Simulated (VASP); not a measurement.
**NaCu: single point with PBE**

The system is NaCu.

```
Na Cu
1.0
     0.00000    2.57161    2.57161
     2.57161    0.00000    2.57161
     2.57161    2.57161    0.00000
Na Cu
1 1
Cartesian
  0.0000 0.0000 0.0000
  2.5716 2.5716 2.5716
```

```
Program                : VASP 6.6.1
Task                   : single point
Functional             : PBE
Potentials or basis    : VASP PAW PBE potentials, release 64 (Na_pv, Cu)
Cutoff                 : 600 eV
k mesh                 : 6 × 6 × 6
Occupations            : gaussian, width 0.1 eV
Spin                   : no spin polarisation
Dipole correction      : no
Further INCAR settings : ALGO = Normal; EDIFF = 1e-06; NBANDS = 16
```

| Quantity | Value |
| --- | --- |
| Pressure | 13.6 GPa |
| Band gap on the k mesh | zero (bands 9 and 10 overlap by 0.95 eV) |

Levels at points of the mesh, in eV from the Fermi level:
```tsv
k point	band 6	band 7	band 8	band 9	band 10	band 11	band 12	band 13
(0.00, 0.00, 0.00)	-2.52	-2.52	-2.42	-2.42	9.82	9.82	9.82	11.37
(0.50, 0.00, 0.00)	-2.50	-2.20	-2.20	-1.09	-0.94	7.32	7.32	11.23
(0.50, 0.50, 0.00)	-2.29	-2.15	-2.15	-0.18	-0.10	4.90	4.90	6.80
```

Run time: 12 s on 1 thread of Intel(R) Xeon(R) Platinum 8488C (Sapphire Rapids), on a shared host, peak memory 0.17 GiB.

Caveat: the cell stands under pressure.
